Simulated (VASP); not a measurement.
# ZrB (I4mm) in VASP: notebook, part 2 of 2

VASP 6.6.1.

## (4) Single point, PBEsol

INCAR reads:

```
SYSTEM = ZrB
  PREC = Accurate
  ENCUT = 520
  EDIFF = 1E-6
  ISMEAR = 0
  SIGMA = 0.15
  LREAL = .False.
  LASPH = .True.
  NELM = 60
  ALGO = Normal
  ISIF = 2
  LWAVE = .False.
  LCHARG = .False.
  GGA = PS
  NBANDS = 14
```

KPOINTS reads:

```
Automatic mesh
0
Gamma
  18 18 18
  0 0 0
```

POSCAR reads:

```
ZrB
1.0
    0.0000000000      2.3250000000      2.3250000000
    2.3250000000      0.0000000000      2.3250000000
    2.3250000000      2.3250000000      0.0000000000
Zr B
1 1
Direct
    0.0000000000      0.0000000000      0.0000000000
    0.5537634409      0.5537634409      0.4462365591
```

Potentials or basis: VASP PAW PBE potentials, release 64 (Zr_sv, B).

Command:

```console
cat potpaw_PBE.64/Zr_sv/POTCAR potpaw_PBE.64/B/POTCAR > POTCAR
mpirun -np 1 vasp_std > vasp.out
```

OUTCAR:

```text
SYSTEM = ZrB
   PREC = Accurate
   ENCUT = 520
   EDIFF = 1E-6
   ISMEAR = 0
   LREAL = .False.
   LASPH = .True.
   NELM = 60
   ISIF = 2
   GGA = PS

 ion  position               nearest neighbor table
   1  0.000  0.000  0.000-   2 2.07   2 2.34   2 2.34   2 2.34   2 2.34   2 2.58
   2  0.554  0.554  0.446-   1 2.07   1 2.34   1 2.34   1 2.34   1 2.34   1 2.58

  LATTYP: Found a face centered cubic cell.
 ALAT       =     4.6500000000

  Lattice vectors:

 A1 = (   0.0000000000,   2.3250000000,   2.3250000000)
 A2 = (   2.3250000000,   0.0000000000,   2.3250000000)
 A3 = (   2.3250000000,   2.3250000000,   0.0000000000)

Analysis of symmetry for initial positions (statically):
=====================================================================
 Subroutine PRICEL returns:
 Original cell was already a primitive cell.

 Routine SETGRP: Setting up the symmetry group for a
 face centered cubic supercell.

 Subroutine GETGRP returns: Found  8 space group operations
 (whereof  8 operations were pure point group operations)
 out of a pool of 48 trial point group operations.

The static configuration has the point symmetry C_4v.

Analysis of symmetry for dynamics (positions and initial velocities):
=====================================================================
 Subroutine PRICEL returns:
 Original cell was already a primitive cell.

 Routine SETGRP: Setting up the symmetry group for a
 face centered cubic supercell.

 Subroutine GETGRP returns: Found  8 space group operations
 (whereof  8 operations were pure point group operations)
 out of a pool of 48 trial point group operations.

The dynamic configuration has the point symmetry C_4v.

 Subroutine INISYM returns: Found  8 space group operations
 (whereof  8 operations are pure point group operations),
 and found     1 'primitive' translations

----------------------------------------------------------------------------------------

                                     Primitive cell

  volume of cell :      25.1362

  direct lattice vectors                    reciprocal lattice vectors
     0.000000000  2.325000000  2.325000000    -0.215053763  0.215053763  0.215053763
     2.325000000  0.000000000  2.325000000     0.215053763 -0.215053763  0.215053763
[... 123 lines left out ...]
 number of electron      15.0000000 magnetization

 Free energy of the ion-electron system (eV)
  ---------------------------------------------------
  ext. energy  EPLUGINS =         0.00000000
  ---------------------------------------------------
  free energy    TOTEN  =       -16.26530818 eV

  energy without entropy =      -16.25371828  energy(sigma->0) =      -16.25951323

 E-fermi :   8.9652     XC(G=0): -12.3112

 val. band max:        8.9521459845   @ k =   0.2222   0.1111   0.4444
 cond. band min:       8.9678329432   @ k =  -0.1667   0.2222   0.0556
 fundamental gap:      0.0156869588
 Fermi energy:         8.9651734032

 k-point     1 :       0.0000    0.0000    0.0000
  band No.  band energies     occupation
      1     -37.7770      2.00000
      2     -15.6323      2.00000
      3     -15.5251      2.00000
      4     -15.5251      2.00000
      5       0.6567      2.00000
      6      10.0197      0.00000
      7      10.0197      0.00000
      8      10.8381      0.00000
      9      10.8667      0.00000
     10      12.6392      0.00000
     11      13.6777      0.00000
     12      13.6777      0.00000
     13      14.9189      0.00000
     14      19.8696      0.00000
[... 377 lines left out ...]
      1     -37.6720      2.00000
      2     -16.3849      2.00000
      3     -15.6952      2.00000
      4     -15.6206      2.00000
      5       3.5469      2.00000
      6       6.3969      2.00000
      7       7.7837      2.00000
      8       8.1673      2.00000
      9      13.1946      0.00000
     10      13.9856      0.00000
     11      14.9189      0.00000
     12      19.2532      0.00000
     13      20.3799      0.00000
     14      21.4016      0.00000

 [... further k-points ...]

------------------------ aborting loop because EDIFF is reached ----------------------------------------

  FORCE on cell =-STRESS in cart. coord.  units (eV):
  Direction    XX          YY          ZZ          XY          YZ          ZX
  --------------------------------------------------------------------------------------
  -------------------------------------------------------------------------------------
  Total        4.3362610      4.3362610      7.0670183      0.0000000      0.0000000      0.0000000
  in kB      276.3930596    276.3930596    450.4513897      0.0000000      0.0000000      0.0000000
  external PRESSURE =     334.4125030 kB  Pullay stress =       0.0000000 kB

 VOLUME and BASIS-vectors are now :
 -----------------------------------------------------------------------------
  energy-cutoff  :      520.00
  volume of cell :       25.14
      direct lattice vectors                 reciprocal lattice vectors
     0.000000000  2.325000000  2.325000000    -0.215053763  0.215053763  0.215053763
     2.325000000  0.000000000  2.325000000     0.215053763 -0.215053763  0.215053763
     2.325000000  2.325000000  0.000000000     0.215053763  0.215053763 -0.215053763

 POSITION                                       TOTAL-FORCE (eV/Angst)
 -----------------------------------------------------------------------------------
      0.00000      0.00000      0.00000         0.000000      0.000000      3.125270
      2.32500      2.32500      2.57500         0.000000      0.000000     -3.125270
 -----------------------------------------------------------------------------------
    total drift:                               -0.000000     -0.000000     -0.000214

  FREE ENERGIE OF THE ION-ELECTRON SYSTEM (eV)
  ---------------------------------------------------
  free  energy   TOTEN  =       -16.2653081834 eV

  energy  without entropy=      -16.2537182839  energy(sigma->0) =      -16.25951323
```

stdout:

```text
POSCAR found type information on POSCAR ZrB
 POSCAR found :  2 types and       2 ions
 scaLAPACK will be used
 -----------------------------------------------------------------------------
|                                                                             |
|                                                                             |
|     You enforced a specific xc type in the INCAR file but a different       |
|     I HOPE YOU KNOW WHAT YOU ARE DOING!                                     |
|                                                                             |
 -----------------------------------------------------------------------------

 LDA part: xc-table for (Slater+PW92), standard interpolation
 POSCAR, INCAR and KPOINTS ok, starting setup
 FFT: planning ... GRIDC
 FFT: planning ... GRID_SOFT
 FFT: planning ... GRID
 WAVECAR not read
 entering main loop
```

Run time: 39 s. Hardware: 1 thread of Intel Xeon 6975P-C (Granite Rapids), shared host; peak memory 0.28 GiB.

Results:

```yaml
Free_energy: -16.2653 eV
Pressure: 33.4 GPa
Largest_force: 3.125 eV/Å
Band_gap_on_the_k_mesh: zero (an odd number of electrons rules out a gap without spin polarisation)
```

Forces in eV/Å, atoms in the order of the input:
```
Zr   0.000  0.000  3.125
B    0.000  0.000 -3.125
```

Caveat: the cell differs from its parent crystal (all B atoms moved -0.250 Å, as atom 2 towards its neighbour atom 1 (Zr) at 2.325 Å); the cell stands under pressure; the PAW data sets were made with another functional, which shifts forces and pressure a little.

## (5) The runs side by side

```csv
cell,gap on the mesh (eV),pressure (GPa),largest force (eV/Å)
"as given, atomic positions A",none,44.4,8.48
"as given, atomic positions B",none,38.0,5.43
"as given, atomic positions C",none,33.4,3.13
```

Alike in all rows: task single point; level PBEsol; potentials or basis VASP PAW PBE potentials, release 64 (Zr_sv, B); no spin polarisation; k mesh 18 × 18 × 18; cutoff (eV) 520; smearing gaussian 0.15 eV.

Caveats: the cell stands under pressure; the PAW data sets were made with another functional, which shifts forces and pressure a little.

Absolute energies hang on the potentials; compare differences alone.
